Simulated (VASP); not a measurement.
# Sn in VASP: further runs, part 3 of 3

VASP 6.6.1. Earlier steps stand in the parts before.

**4. Single point, LDA**

This run uses another cell than the first one, of 25.60 Å³/atom, 0.936 times its volume.

File INCAR:

```
SYSTEM = Sn
  PREC = Accurate
  ENCUT = 520
  EDIFF = 1E-6
  ISMEAR = -1
  SIGMA = 0.05
  LREAL = .FALSE.
  LASPH = .TRUE.
  NELM = 100
  ALGO = Fast
  ISIF = 2
  LWAVE = .FALSE.
  LCHARG = .FALSE.
  NBANDS = 13
```

File KPOINTS:

```
regular mesh
0
G
  10 10 10
  0 0 0
```

File POSCAR:

```
Sn
1.0
   -1.9750107558      1.9750107558      1.6410319276
    1.9750107558     -1.9750107558      1.6410319276
    1.9750107558      1.9750107558     -1.6410319276
Sn
1
Direct
    0.0000000000      0.0000000000      0.0000000000
```

Potentials or basis: VASP PAW LDA potentials, release 64 (Sn_d).

On the command line:

```console
$ cat potpaw_LDA.64/Sn_d/POTCAR > POTCAR
$ mpirun -np 1 vasp_std > vasp.out
```

It took 11 s on 1 thread of Intel Xeon Platinum 8559C (Emerald Rapids), shared host; peak memory 0.14 GiB.

Results (log left out):

* Free energy: -4.4473 eV
* Pressure: 0.0 GPa
* Band gap on the k mesh: zero (band 7 reaches 15.79 eV, above the bottom of band 8 at 6.30 eV)

Levels at points of the mesh, in eV from the Fermi level:
```csv
k point,band 4,band 5,band 6,band 7,band 8,band 9,band 10,band 11
"(0.00, 0.00, 0.00)",-21.38,-21.25,-11.53,7.28,7.28,9.79,10.91,12.15
"(0.50, 0.00, 0.00)",-21.23,-21.19,-5.89,-4.46,3.23,4.57,7.66,7.75
"(0.50, 0.50, 0.00)",-21.30,-21.20,-7.38,-4.97,5.88,7.99,10.76,11.14
"(0.50, 0.50, 0.50)",-21.22,-21.18,-3.10,-1.61,-1.61,2.34,3.18,6.13
```

Caveat: spin-orbit coupling is left out, which moves the levels of the heavy elements.

**5. Single point, PBEsol**

This run uses another cell than the first one, of 26.25 Å³/atom, 0.960 times its volume.

File INCAR:

```
ALGO = Fast ; EDIFF = 1E-6
ENCUT = 520 ; GGA = PS
ISIF = 2 ; ISMEAR = -1
LASPH = T ; LCHARG = F
LREAL = F ; LWAVE = F
NBANDS = 13 ; NELM = 100
PREC = Accurate ; SIGMA = 0.05
```

File KPOINTS:

```
k-points
0
Gamma
  10 10 10
```

File POSCAR:

```
Sn
1.0
   -1.9906182780      1.9906182780      1.6562772121
    1.9906182780     -1.9906182780      1.6562772121
    1.9906182780      1.9906182780     -1.6562772121
Sn
1
Direct
    0.0000000000      0.0000000000      0.0000000000
```

Potentials or basis: VASP PAW PBE potentials, release 64 (Sn_d).

On the command line:

```console
$ cat potpaw_PBE.64/Sn_d/POTCAR > POTCAR
$ mpirun -np 1 vasp_std > vasp.out
```

OUTCAR:

```text
EDIFF = 1E-6
   ENCUT = 520
   GGA = PS
   ISIF = 2
   ISMEAR = -1
   LASPH = T
   LREAL = F
   NELM = 100
   PREC = Accurate

 ion  position               nearest neighbor table
   1  0.000  0.000  0.000-

  LATTYP: Found a body centered tetragonal cell.
 ALAT       =     3.9812365560
 C/A-ratio  =     0.8320415975

  Lattice vectors:

 A1 = (  -1.9906182780,   1.9906182780,   1.6562772121)
 A2 = (   1.9906182780,  -1.9906182780,   1.6562772121)
 A3 = (   1.9906182780,   1.9906182780,  -1.6562772121)
[... 553 lines left out ...]
      4     -12.9688      2.00000
      5     -12.9443      2.00000
      6       2.2862      2.00000
      7       5.6220      2.00000
      8       7.0989      2.00000
      9      12.8571      0.00000
     10      17.8423      0.00000
     11      19.9164      0.00000
     12      24.3199      0.00000
     13      25.0210      0.00000

 [... further k-points ...]
[... 5 lines left out ...]
  --------------------------------------------------------------------------------------
  -------------------------------------------------------------------------------------
  Total       -0.0050051     -0.0050051     -0.0006496      0.0000000      0.0000000      0.0000000
  in kB       -0.3054586     -0.3054586     -0.0396466      0.0000000      0.0000000      0.0000000
  external PRESSURE =      -0.2168546 kB  Pullay stress =       0.0000000 kB

 VOLUME and BASIS-vectors are now :
 -----------------------------------------------------------------------------
  energy-cutoff  :      520.00
  volume of cell :       26.25
      direct lattice vectors                 reciprocal lattice vectors
    -1.990618278  1.990618278  1.656277212     0.000000000  0.251178242  0.301881833
     1.990618278 -1.990618278  1.656277212     0.251178242  0.000000000  0.301881833
     1.990618278  1.990618278 -1.656277212     0.251178242  0.251178242  0.000000000

 POSITION                                       TOTAL-FORCE (eV/Angst)
 -----------------------------------------------------------------------------------
      0.00000      0.00000      0.00000         0.000000      0.000000     -0.000000
 -----------------------------------------------------------------------------------
    total drift:                                0.000000      0.000000     -0.000000

  FREE ENERGIE OF THE ION-ELECTRON SYSTEM (eV)
  ---------------------------------------------------
  free  energy   TOTEN  =        -4.2358593020 eV

  energy  without entropy=       -4.2312889779  energy(sigma->0) =       -4.23357414
```

OSZICAR:

```text
N       E                     dE             d eps       ncg     rms          rms(c)
DAV:   1     0.808044872853E+02    0.80804E+02   -0.72379E+03  2740   0.162E+03
DAV:   2     0.151970484357E+01   -0.79285E+02   -0.76683E+02  2867   0.345E+02
DAV:   3    -0.413817840485E+01   -0.56579E+01   -0.56303E+01  3175   0.734E+01
DAV:   4    -0.425428125345E+01   -0.11610E+00   -0.11608E+00  3165   0.113E+01
DAV:   5    -0.425834906932E+01   -0.40678E-02   -0.40678E-02  3427   0.205E+00    0.146E+00
RMM:   6    -0.424124761401E+01    0.17101E-01   -0.15553E-02  3343   0.167E+00    0.819E-01
RMM:   7    -0.423607246596E+01    0.51751E-02   -0.10652E-02  3311   0.124E+00    0.124E-01
RMM:   8    -0.423582531017E+01    0.24716E-03   -0.96069E-04  3740   0.430E-01    0.308E-02
RMM:   9    -0.423585612409E+01   -0.30814E-04   -0.32606E-04  4120   0.165E-01    0.251E-02
RMM:  10    -0.423585826868E+01   -0.21446E-05   -0.45200E-05  3573   0.973E-02    0.929E-03
RMM:  11    -0.423585902167E+01   -0.75298E-06   -0.22252E-05  4055   0.488E-02    0.515E-03
RMM:  12    -0.423585930200E+01   -0.28033E-06   -0.39515E-06  2702   0.203E-02
   1 F= -.42358593E+01 E0= -.42335741E+01  d E =-.457032E-02
```

It took 12 s on 1 thread of Intel Xeon Platinum 8559C (Emerald Rapids), shared host; peak memory 0.15 GiB.

What came out:

```yaml
Free_energy: -4.2359 eV
Pressure: 0.0 GPa
Band_gap_on_the_k_mesh: zero (band 7 reaches 15.50 eV, above the bottom of band 8 at 6.13 eV)
```

Levels at points of the mesh, in eV from the Fermi level:
| k point | band 3 | band 4 | band 5 | band 6 | band 7 | band 8 | band 9 | band 10 | band 11 | band 12 |
| --- | --- | --- | --- | --- | --- | --- | --- | --- | --- | --- |
| (0.00, 0.00, 0.00) | -21.38 | -21.36 | -21.24 | -11.33 | 7.20 | 7.20 | 9.63 | 10.72 | 11.91 | 12.59 |
| (0.50, 0.00, 0.00) | -21.29 | -21.22 | -21.18 | -5.84 | -4.36 | 3.22 | 4.54 | 7.46 | 7.59 | 14.08 |
| (0.50, 0.50, 0.00) | -21.34 | -21.29 | -21.19 | -7.28 | -4.87 | 5.80 | 7.87 | 10.48 | 10.91 | 12.18 |
| (0.50, 0.50, 0.50) | -21.21 | -21.21 | -21.17 | -3.10 | -1.55 | -1.55 | 2.31 | 3.09 | 5.95 | 19.05 |

Caveat: the PAW data sets were made with another functional, which shifts forces and pressure a little; spin-orbit coupling is left out, which moves the levels of the heavy elements.

**6. Overview**

```tsv
level	potentials or basis	cell	smearing	gap on the mesh (eV)	pressure (GPa)
PBEsol	VASP PAW PBE potentials, release 64 (Sn_d)	a = 3.316 Å, angles 104.5, 104.5, 119.9°, 1 atom	fermi-dirac 0.05 eV	none	-2.0
PBE+D3(BJ)	VASP PAW PBE potentials, release 64 (Sn_d)	a = 3.363, b = 3.388, c = 3.285 Å, angles 105.1, 105.9, 120.1°, 1 atom	methfessel-paxton 0.1 eV	none	-1.3
LDA	VASP PAW LDA potentials, release 64 (Sn_d)	a = 3.239 Å, angles 104.9, 104.9, 119.1°, 1 atom	fermi-dirac 0.05 eV	none	0.0
PBEsol	VASP PAW PBE potentials, release 64 (Sn_d)	a = 3.266 Å, angles 104.9, 104.9, 119.1°, 1 atom	fermi-dirac 0.05 eV	none	0.0
```

Alike in all rows: task single point; no spin polarisation; k mesh 10 × 10 × 10; cutoff (eV) 520.

Caveats: spin-orbit coupling is left out, which moves the levels of the heavy elements; the PAW data sets were made with another functional, which shifts forces and pressure a little (some runs); pairwise dispersion overbinds metals, which lowers pressure and volume (some runs).

Absolute energies hang on the potentials; compare differences alone.
